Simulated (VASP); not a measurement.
Wanted: the native input for a VASP 6.6.1 run.

| Item | Value |
| --- | --- |
| Task | relaxation of cell and atoms |
| Functional | PBE |
| Potentials or basis | VASP PAW PBE potentials, release 64 (H, Mo_sv) |
| Cutoff | 600 eV |
| k mesh | 7 × 7 × 7 |
| Occupations | gaussian, width 0.2 eV |
| Spin | no spin polarisation |
| Dipole correction | no |
| Further INCAR settings | ALGO = Normal; EDIFF = 1e-07; IBRION = 2; EDIFFG = -0.08; NSW = 36; ISIF = 3 |

The structure of Mo3H lies in POSCAR:

```
Mo3H
1.0
   -1.9467789300      1.9467789300      3.8149969300
    1.9467789300     -1.9467789300      3.8149969300
    1.9467789300      1.9467789300     -3.8149969300
H Mo
1 3
Direct
    0.0000000000      0.0000000000      0.0000000000
    0.7500000000      0.2500000000      0.5000000000
    0.2500000000      0.7500000000      0.5000000000
    0.5000000000      0.5000000000      0.0000000000
```

The cell was built from a structure type or drawn by symmetry, and may not be a known phase.

One way to write it, as run:

INCAR

```
SYSTEM = Mo3H
  ALGO = Normal
  EDIFF = 1E-7
  EDIFFG = -0.08
  ENCUT = 600
  GGA = PE
  IBRION = 2
  ISIF = 3
  ISMEAR = 0
  LASPH = .TRUE.
  LCHARG = .FALSE.
  LREAL = .FALSE.
  LWAVE = .FALSE.
  NELM = 60
  NSW = 36
  PREC = Accurate
  SIGMA = 0.2
```

KPOINTS

```
k-points
0
G
  7 7 7
  0 0 0
```

Potentials or basis: VASP PAW PBE potentials, release 64 (H, Mo_sv).

The run is started by

```bash
$ cat potpaw_PBE.64/H/POTCAR potpaw_PBE.64/Mo_sv/POTCAR > POTCAR
$ mpirun -np 1 vasp_std > vasp.out
```

It gave:

The relaxed volume is 13.87 Å³/atom and the relaxed cell is a = 4.338 Å, b = 4.338 Å, c = 4.338 Å, α = 122.38°, β = 122.38°, γ = 85.92°. The space group after relaxing (to 0.1 Å) is I4/mmm (No. 139), the energy gained by relaxing is 66.8 meV/atom and the ionic steps are 12. The pressure after relaxing is 0.5 GPa and the band gap on the k mesh is zero (an odd number of electrons rules out a gap without spin polarisation).

Wall time 11 min on 1 thread of Intel(R) Xeon(R) Platinum 8488C (Sapphire Rapids), with other jobs on the host, peak memory 0.27 GiB.
